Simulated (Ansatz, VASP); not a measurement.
Be: VASP beside Ansatz

```
Be
1.0
     0.00000    2.44846    2.44846
     2.44846    0.00000    2.44846
     2.44846    2.44846    0.00000
Be
2
Direct
  0.00000 0.00000 0.00000
  0.25000 0.25000 0.25000
```

Alike in both runs: functional PBE; k mesh 13 × 13 × 13; occupations fermi-dirac, width 0.08 eV; no spin polarisation.

Ansatz relaxed the structure, and its values are those at the end. VASP's run is a single point on that final structure, the one shown.

```csv
,VASP,Ansatz
version,VASP 6.6.1,Ansatz 0.2.0
potentials or method,"VASP PAW PBE potentials, release 64 (Be)","PAW with Ansatz's default frozen-core files, scalar-relativistic"
plane-wave cutoff (eV),520,420
valence electrons in the cell,4,4
```

|  | VASP | Ansatz | Ansatz less VASP |
| --- | --- | --- | --- |
| pressure (GPa) | 0.0 | 0.0 | -0.03 |
